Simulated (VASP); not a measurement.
Input of a VASP 6.6.1 run:

File INCAR:

```
SYSTEM = SnTe
ALGO     = Normal         ! electronic algorithm
EDIFF    = 1E-6           ! SCF threshold, eV
ENCUT    = 520            ! plane-wave cutoff, eV
GGA      = PE             ! functional
ISIF     = 2              ! what is computed and relaxed
ISMEAR   = 0              ! smearing method
LASPH    = .True.         ! aspherical terms in the spheres
LCHARG   = .False.        ! write CHGCAR
LREAL    = .False.        ! projectors in reciprocal space
LWAVE    = .False.        ! write WAVECAR
NBANDS   = 17             ! bands
NELM     = 80             ! most SCF steps
PREC     = Accurate       ! precision mode
SIGMA    = 0.02           ! smearing width, eV
```

File KPOINTS:

```
k-points
0
Gamma
  7 7 7
  0 0 0
```

The input POSCAR:

```
SnTe
1.0
    0.0000000000      3.6111460000      3.6111460000
    3.6111460000      0.0000000000      3.6111460000
    3.6111460000      3.6111460000      0.0000000000
Te Sn
1 1
Direct
    0.2500000000      0.2500000000      0.2500000000
    0.0000000000      0.0000000000      0.0000000000
```

Potentials or basis: VASP PAW PBE potentials, release 64 (Te, Sn_d).

Run with:

```console
$ cat potpaw_PBE.64/Te/POTCAR potpaw_PBE.64/Sn_d/POTCAR > POTCAR
$ mpirun -np 1 vasp_std > vasp.out
```

Q: Predict the band gap on the k mesh.

A: 0.33 eV, indirect (least direct gap 0.83 eV).

Q: Predict the pressure.

A: -0.1 GPa.

Caveat: spin-orbit coupling is left out, which moves the levels of the heavy elements. A k mesh can miss the band edges.
